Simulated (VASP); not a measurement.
# CaBC (P6_3mc) in VASP: further runs, part 2 of 2

VASP 6.6.1.

**5. Single point, PBE (all B atoms moved +0.438 Å, as atom 3 along Cartesian [0 0 1])**

The input, INCAR:

```
SYSTEM = CaBC
PREC = Accurate
ENCUT = 520
EDIFF = 1E-6
ISMEAR = 0
SIGMA = 0.15
LREAL = .False.
LASPH = .True.
NELM = 80
ALGO = Normal
ISIF = 2
LWAVE = .False.
LCHARG = .True.
GGA = PE
LELF = .True.
LVHAR = .True.
NBANDS = 26
```

The input, KPOINTS:

```
Automatic mesh
0
Gamma
  18 18 6
  0 0 0
```

The input, POSCAR:

```
CaBC
1.0
    2.9619761264      0.0000000000      0.0000000000
   -1.4809880632      2.5651465708      0.0000000000
    0.0000000000      0.0000000000      8.1933817783
Ca B C
2 2 2
Direct
    0.0000000000      0.0000000000      0.0000000000
    0.0000000000      0.0000000000      0.5000000000
    0.6666666667      0.3333333333      0.3033967551
    0.3333333333      0.6666666667      0.8033967551
    0.6666666667      0.3333333333      0.7500000000
    0.3333333333      0.6666666667      0.2500000000
```

Potentials or basis: VASP PAW PBE potentials, release 64 (Ca_sv, B, C).

On the command line:

```sh
cat potpaw_PBE.64/Ca_sv/POTCAR potpaw_PBE.64/B/POTCAR potpaw_PBE.64/C/POTCAR > POTCAR
mpirun -np 1 vasp_std > vasp.out
```

OUTCAR:

```text
SYSTEM = CaBC
   PREC = Accurate
   ENCUT = 520
   EDIFF = 1E-6
   ISMEAR = 0
   LREAL = .False.
   LASPH = .True.
   NELM = 80
   ISIF = 2
   GGA = PE

 ion  position               nearest neighbor table
   1  0.000  0.000  0.000-   4 2.35   4 2.35   4 2.35
   2  0.000  0.000  0.500-   3 2.35   3 2.35   3 2.35
   3  0.667  0.333  0.303-   6 1.77   6 1.77   6 1.77   2 2.35   2 2.35   2 2.35
   4  0.333  0.667  0.803-   5 1.77   5 1.77   5 1.77   1 2.35   1 2.35   1 2.35
   5  0.667  0.333  0.750-   4 1.77   4 1.77   4 1.77
   6  0.333  0.667  0.250-   3 1.77   3 1.77   3 1.77

[... 905 lines left out ...]
  -------------------------------------------------------------------------------------
  Total        4.6965443      4.6965443      0.3342149      0.0000000      0.0000000      0.0000000
  in kB      120.8737730    120.8737730      8.6016043      0.0000000      0.0000000      0.0000000
  external PRESSURE =      83.4497168 kB  Pullay stress =       0.0000000 kB

 VOLUME and BASIS-vectors are now :
 -----------------------------------------------------------------------------
  energy-cutoff  :      520.00
  volume of cell :       62.25
      direct lattice vectors                 reciprocal lattice vectors
     2.961976126  0.000000000  0.000000000     0.337612444  0.194920636  0.000000000
    -1.480988063  2.565146571  0.000000000     0.000000000  0.389841271  0.000000000
     0.000000000  0.000000000  8.193381778     0.000000000  0.000000000  0.122049726

 POSITION                                       TOTAL-FORCE (eV/Angst)
 -----------------------------------------------------------------------------------
      0.00000      0.00000      0.00000         0.000000      0.000000      2.852103
      0.00000      0.00000      4.09669        -0.000000      0.000000      2.852103
      1.48099      0.85505      2.48585         0.000000     -0.000000     -5.708315
     -0.00000      1.71010      6.58254        -0.000000      0.000000     -5.708315
      1.48099      0.85505      6.14504         0.000000     -0.000000      2.856212
     -0.00000      1.71010      2.04835        -0.000000      0.000000      2.856212
 -----------------------------------------------------------------------------------
    total drift:                               -0.000000     -0.000000     -0.000910

  FREE ENERGIE OF THE ION-ELECTRON SYSTEM (eV)
  ---------------------------------------------------
  free  energy   TOTEN  =       -33.8202834487 eV

  energy  without entropy=      -33.7986882076  energy(sigma->0) =      -33.80948583
```

OSZICAR:

```text
N       E                     dE             d eps       ncg     rms          rms(c)
DAV:   1     0.274830243913E+03    0.27483E+03   -0.16941E+04  7696   0.132E+03
DAV:   2    -0.167557429262E+02   -0.29159E+03   -0.28077E+03  8358   0.363E+02
DAV:   3    -0.346181242677E+02   -0.17862E+02   -0.17451E+02 12878   0.796E+01
DAV:   4    -0.353727798735E+02   -0.75466E+00   -0.75176E+00 11120   0.131E+01
DAV:   5    -0.353870591120E+02   -0.14279E-01   -0.14275E-01 11528   0.186E+00    0.790E+00
DAV:   6    -0.339965812137E+02    0.13905E+01   -0.26593E+00  9556   0.810E+00    0.394E+00
DAV:   7    -0.338233896408E+02    0.17319E+00   -0.70596E-01 12126   0.414E+00    0.144E+00
DAV:   8    -0.338188505501E+02    0.45391E-02   -0.56673E-02 10038   0.177E+00    0.433E-01
DAV:   9    -0.338202469850E+02   -0.13964E-02   -0.69991E-03 11404   0.516E-01    0.140E-01
DAV:  10    -0.338201983054E+02    0.48680E-04   -0.89204E-04 10352   0.167E-01    0.712E-02
DAV:  11    -0.338202782210E+02   -0.79916E-04   -0.14922E-04  9470   0.103E-01    0.177E-02
DAV:  12    -0.338202828152E+02   -0.45943E-05   -0.24930E-05 10330   0.445E-02    0.551E-03
DAV:  13    -0.338202834487E+02   -0.63345E-06   -0.26319E-06  8748   0.113E-02
   1 F= -.33820283E+02 E0= -.33809486E+02  d E =-.215952E-01
```

stdout:

```text
POSCAR found type information on POSCAR CaB C
 POSCAR found :  3 types and       6 ions
 scaLAPACK will be used
 LDA part: xc-table for (Slater+PW92), standard interpolation
 POSCAR, INCAR and KPOINTS ok, starting setup
 FFT: planning ... GRIDC
 FFT: planning ... GRID_SOFT
 FFT: planning ... GRID
 WAVECAR not read
 entering main loop
```

Wall time 1.8 min (1 thread of Intel Xeon 6975P-C (Granite Rapids), shared host); peak memory 0.35 GiB.

Results:

```yaml
Free_energy: -33.8203 eV
Pressure: 8.3 GPa
Largest_force: 5.708 eV/Å
Band_gap_on_the_k_mesh: zero (bands 17 and 18 overlap by 2.21 eV)
```

Forces in eV/Å, atoms in the order of the input:
```
Ca   0.000  0.000  2.852
Ca   0.000  0.000  2.852
B    0.000  0.000 -5.708
B    0.000  0.000 -5.708
C    0.000  0.000  2.856
C    0.000  0.000  2.856
```

Stress tensor (GPa, compression positive):
```
12.09  0.00  0.00
 0.00 12.09  0.00
 0.00  0.00  0.86
```

Levels at points of the mesh, in eV from the Fermi level:
| k point | band 13 | band 14 | band 15 | band 16 | band 17 | band 18 | band 19 | band 20 | band 21 | band 22 |
| --- | --- | --- | --- | --- | --- | --- | --- | --- | --- | --- |
| (0.00, 0.00, 0.00) | -0.83 | -0.83 | -0.64 | -0.53 | -0.53 | 2.04 | 3.92 | 3.92 | 4.11 | 4.11 |
| (0.50, 0.00, 0.00) | -3.20 | -3.09 | -2.66 | -1.91 | -1.82 | -0.03 | 2.28 | 4.16 | 4.69 | 5.18 |
| (0.00, 0.00, 0.50) | -0.69 | -0.69 | -0.69 | -0.69 | 0.84 | 0.84 | 4.14 | 4.14 | 4.14 | 4.14 |
| (0.50, 0.00, 0.50) | -2.89 | -2.89 | -2.55 | -2.55 | -1.03 | -1.03 | 3.01 | 3.01 | 5.24 | 5.24 |

Caveat: the cell differs from its parent crystal (all B atoms moved +0.438 Å, as atom 3 along Cartesian [0 0 1]); the stress differs along the axes, from 1 to 12 GPa; forces of over 1 eV/Å act on the atoms, so gaps and moduli don't describe the material at rest.

**6. Single point, PBE (all B atoms moved +0.312 Å, as atom 3 along Cartesian [0 0 1])**

The input, INCAR:

```
SYSTEM = CaBC
PREC     = Accurate       ! precision mode
ENCUT    = 520            ! plane-wave cutoff, eV
EDIFF    = 1E-6           ! SCF threshold, eV
ISMEAR   = 0              ! smearing method
SIGMA    = 0.15           ! smearing width, eV
LREAL    = .False.        ! projectors in reciprocal space
LASPH    = .True.         ! aspherical terms in the spheres
NELM     = 60             ! most SCF steps
ALGO     = Normal         ! electronic algorithm
ISIF     = 2              ! what is computed and relaxed
LWAVE    = .False.        ! write WAVECAR
LCHARG   = .False.        ! write CHGCAR
GGA      = PE             ! functional
NBANDS   = 26             ! bands
```

The input, KPOINTS:

```
regular mesh
0
Gamma
  18 18 6
  0 0 0
```

POSCAR: that of step 5 with these lines changed.

```diff
@@ -10,4 +10,4 @@
     0.0000000000      0.0000000000      0.5000000000
-    0.6666666667      0.3333333333      0.3033967551
-    0.3333333333      0.6666666667      0.8033967551
+    0.6666666667      0.3333333333      0.2881405393
+    0.3333333333      0.6666666667      0.7881405393
     0.6666666667      0.3333333333      0.7500000000
```

Potentials or basis: VASP PAW PBE potentials, release 64 (Ca_sv, B, C).

On the command line:

```sh
cat potpaw_PBE.64/Ca_sv/POTCAR potpaw_PBE.64/B/POTCAR potpaw_PBE.64/C/POTCAR > POTCAR
mpirun -np 1 vasp_std > vasp.out
```

Run time: 94 s. Hardware: 1 thread of Intel Xeon 6975P-C (Granite Rapids), shared host; peak memory 0.34 GiB.

It converged, with:

* Free energy: -35.0074 eV
* Pressure: 4.6 GPa
* Largest force: 3.824 eV/Å
* Band gap on the k mesh: zero (bands 17 and 18 overlap by 2.30 eV)

Forces in eV/Å, atoms in the order of the input:
```
Ca   0.000  0.000  1.925
Ca   0.000  0.000  1.925
B    0.000  0.000 -3.824
B    0.000  0.000 -3.824
C    0.000  0.000  1.900
C    0.000  0.000  1.900
```

Stress tensor (GPa, compression positive):
```
6.35 0.00 0.00
0.00 6.35 0.00
0.00 0.00 1.05
```

Levels at points of the mesh, in eV from the Fermi level:
```
           k point  band 15  band 16  band 17  band 18  band 19  band 20
(0.00, 0.00, 0.00)    -1.03    -1.03    -0.70     1.79     3.81     3.81
(0.50, 0.00, 0.00)    -3.20    -2.06    -1.89    -0.09     1.88     3.92
(0.00, 0.00, 0.50)    -1.17    -1.17     0.68     0.68     4.06     4.06
(0.50, 0.00, 0.50)    -2.76    -2.76    -1.09    -1.09     2.62     2.62
```

Caveat: the cell differs from its parent crystal (all B atoms moved +0.312 Å, as atom 3 along Cartesian [0 0 1]); the stress differs along the axes, from 1 to 6 GPa; forces of over 1 eV/Å act on the atoms, so gaps and moduli don't describe the material at rest.

**7. The runs side by side**

| cell | gap on the mesh (eV) | pressure (GPa) | largest force (eV/Å) |
| --- | --- | --- | --- |
| as given, atomic positions A | none | 10.7 | 6.72 |
| as given, atomic positions B | none | 6.3 | 4.74 |
| as given, atomic positions C | none | 3.2 | 2.97 |
| as given, atomic positions D | none | 8.3 | 5.71 |
| as given, atomic positions E | none | 4.6 | 3.82 |

Alike in all rows: task single point; level PBE; potentials or basis VASP PAW PBE potentials, release 64 (Ca_sv, B, C); no spin polarisation; k mesh 18 × 18 × 6; cutoff (eV) 520; smearing gaussian 0.15 eV.

Caveats: forces of over 1 eV/Å act on the atoms, so gaps and moduli don't describe the material at rest; the stress differs along the axes, from 1 to 16 GPa (at least some runs); the stress differs along the axes, from 1 to 9 GPa (at least some runs); the cell stands under pressure (at least some runs); the stress differs along the axes, from 1 to 12 GPa (at least some runs); the stress differs along the axes, from 1 to 6 GPa (at least some runs).

Absolute energies hang on the potentials; compare differences alone.
